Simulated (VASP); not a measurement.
Cu2SiO3, 6 atoms in the cell. The structure is hexagonal, space group P-6m2 (No. 187). The conventional cell has a = 3.551 Å, b = 3.551 Å, c = 5.574 Å, α = 90.00°, β = 90.00°, γ = 120.00°. Cu (site symmetry 3m) has 1 Cu at 2.32 Å and 9 O at 2.36 to 2.62 Å and 3 Si at 2.62 Å within 3.1 Å. Si (site symmetry -6m2) has 5 O at 2.05 to 2.79 Å and 6 Cu at 2.62 Å within 2.8 Å. Within 2.8 Å of O (site symmetry -6m2) lie 3 O at 2.05 Å and 6 Cu at 2.36 Å and 2 Si at 2.79 Å. Within 2.8 Å of O (site symmetry -6m2) lie 3 Si at 2.05 Å and 6 Cu at 2.62 Å and 2 O at 2.79 Å. Within 2.8 Å of O (site symmetry -6m2) lie 5 O at 2.05 to 2.79 Å and 6 Cu at 2.36 Å. 

```yaml
Program: VASP 6.6.1
Task: single point
Functional: r2SCAN
Dispersion: rVV10
Potentials_or_basis: VASP PAW PBE potentials, release 64 (Cu, Si, O)
Cutoff: 520 eV
k_mesh: 12 × 12 × 6
Occupations: fermi-dirac, width 0.03 eV
Spin: no spin polarisation
Dipole_correction: no
Further_INCAR_settings: ALGO = Normal; EDIFF = 1e-06; NBANDS = 31
```

Potentials or basis: VASP PAW PBE potentials, release 64 (Cu, Si, O).

Launch:

```console
$ cat potpaw_PBE.64/Cu/POTCAR potpaw_PBE.64/Si/POTCAR potpaw_PBE.64/O/POTCAR > POTCAR
$ cp INCAR.step1 INCAR
$ mpirun -np 1 vasp_std > vasp.out
$ cp INCAR.step2 INCAR
$ mpirun -np 1 vasp_std > vasp.out
```

Hardware: 1 thread of Intel(R) Xeon(R) Platinum 8259CL CPU @ 2.50GHz (Skylake/Cascade Lake), with other jobs on the host.

Problem. How long does it take, and how much memory?

Solution. Run time: 12 min on 1 thread of Intel(R) Xeon(R) Platinum 8259CL CPU @ 2.50GHz (Skylake/Cascade Lake), with other jobs on the host, peak memory 0.4 GiB. Counts: k points 76.
